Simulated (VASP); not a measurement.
Set up this calculation in VASP 6.6.1, as the native input.

- Task: single point
- Functional: PBE
- Potentials or basis: VASP PAW PBE potentials, release 64 (Mg, O, H)
- Cutoff: 520 eV
- k mesh: 2 × 2 × 1
- Occupations: gaussian, width 0.05 eV
- Spin: no spin polarisation
- Dipole correction: no
- Further INCAR settings: LREAL = Auto; ALGO = Normal; EDIFF = 1e-06; NBANDS = 68

The structure of Mg6HO6 lies in POSCAR:

```
Mg6HO6
1.0
    5.3245140000      0.0000000000      0.0000000000
    2.6622570000      4.6111640000      0.0000000000
    0.0000000000      0.0000000000     17.4343090000
Mg O H
12 12 2
Direct
    0.0000000000      0.0000000000      0.0573581666
    0.0000000939      0.5000000000      0.0573581666
    0.5000000000      0.0000000000      0.0573581666
    0.5000000939      0.5000000000      0.0573581666
    0.6667193671      0.6700887238      0.2005716430
    0.6666443289      0.1664594883      0.2004862366
    0.1642688039      0.6693375035      0.2002149899
    0.1673158376      0.1675936922      0.2005868429
    0.3293939132      0.3446554926      0.3461922121
    0.3320178082      0.8319829874      0.3456015377
    0.8325492756      0.3397931629      0.3421220766
    0.8230490639      0.8455771688      0.3590579357
    0.3333332033      0.8333334056      0.1196985782
    0.3333332972      0.3333334056      0.1196985782
    0.8333332033      0.8333334056      0.1196985782
    0.8333332972      0.3333334056      0.1196985782
   -0.0003706320      0.5033249739      0.2681447828
   -0.0014853068      0.0016781012      0.2688249933
    0.4987062988      0.5025102122      0.2664875906
    0.5006640658      1.0027424746      0.2703723446
    0.6569026870      0.1933271079      0.4165874885
    0.6575374448      0.6576159512      0.4164754680
    0.1644729414      0.1707184997      0.4084253640
    0.1730698686      0.6666392694      0.4176553255
    0.1844172384      0.1573472555      0.4633984060
    0.6401688103      0.3618832468      0.4460552466
```

The input as run:

INCAR

```
SYSTEM = Mg6HO6
  ALGO = Normal
  EDIFF = 1E-6
  ENCUT = 520
  GGA = PE
  ISIF = 2
  ISMEAR = 0
  LASPH = .True.
  LCHARG = .False.
  LREAL = Auto
  LWAVE = .False.
  NBANDS = 68
  NELM = 80
  PREC = Accurate
  SIGMA = 0.05
```

KPOINTS

```
k-points
0
Gamma
  2 2 1
  0 0 0
```

Potentials or basis: VASP PAW PBE potentials, release 64 (Mg, O, H).

Command:

```console
$ cat potpaw_PBE.64/Mg/POTCAR potpaw_PBE.64/O/POTCAR potpaw_PBE.64/H/POTCAR > POTCAR
$ mpirun -np 1 vasp_std > vasp.out
```

Results of the run:

* Largest force: 2.564 eV/Å
* Band gap on the k mesh: zero (bands 49 and 50 overlap by 0.33 eV)

Caveat: the k points lie up to 0.68 Å⁻¹ apart.

Wall time 3 min on 1 thread of Intel(R) Xeon(R) 6975P-C (Granite Rapids) (shared host), peak memory 0.52 GiB.
